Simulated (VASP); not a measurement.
The system is KF.

```
CELL_PARAMETERS angstrom
4.54670 0.00000 0.00000
-2.27335 3.93756 0.00000
0.00000 0.00000 5.37442
ATOMIC_POSITIONS crystal
K 0.33333 0.66667 0.93750
K 0.66667 0.33333 0.43750
F 0.33333 0.66667 0.43750
F 0.66667 0.33333 0.93750
```

* Program: VASP 6.6.1
* Task: relaxation of cell and atoms
* Functional: r2SCAN
* Potentials or basis: VASP PAW PBE potentials, release 64 (K_sv, F)
* Cutoff: 600 eV
* k mesh: 6 × 6 × 4
* Occupations: fermi-dirac, width 0.02 eV
* Spin: no spin polarisation

At the start: pressure -1.2 GPa; volume 24.05 Å³/atom.

How do energy, volume and symmetry change on relaxing?

Over 4 steps the energy falls by 4.5 meV/atom and the volume is 22.94 Å³/atom (-4.6 %); space group P6_3/mmc (No. 194, to 0.1 Å) before and after.

The path:
| step | energy change (eV) | largest force (eV/Å) | pressure (GPa) | volume (Å³) |
| --- | --- | --- | --- | --- |
| 1 | 0.0000 | 0.0000 | -1.19 | 96.22 |
| 2 | -0.0141 | 0.0000 | -0.57 | 93.75 |
| 3 | -0.0179 | 0.0000 | -0.06 | 91.93 |
| 4 | -0.0179 | 0.0000 | 0.00 | 91.74 |

Final structure:
```
CELL_PARAMETERS angstrom
4.48335 0.00000 0.00000
-2.24167 3.88269 0.00000
0.00000 0.00000 5.27043
ATOMIC_POSITIONS crystal
K 0.33333 0.66667 0.93750
K 0.66667 0.33333 0.43750
F 0.33333 0.66667 0.43750
F 0.66667 0.33333 0.93750
```

Caveat: the structure was generated, so it needn't be the stable form of KF; the PAW data sets were made with another functional, which shifts forces and pressure a little.
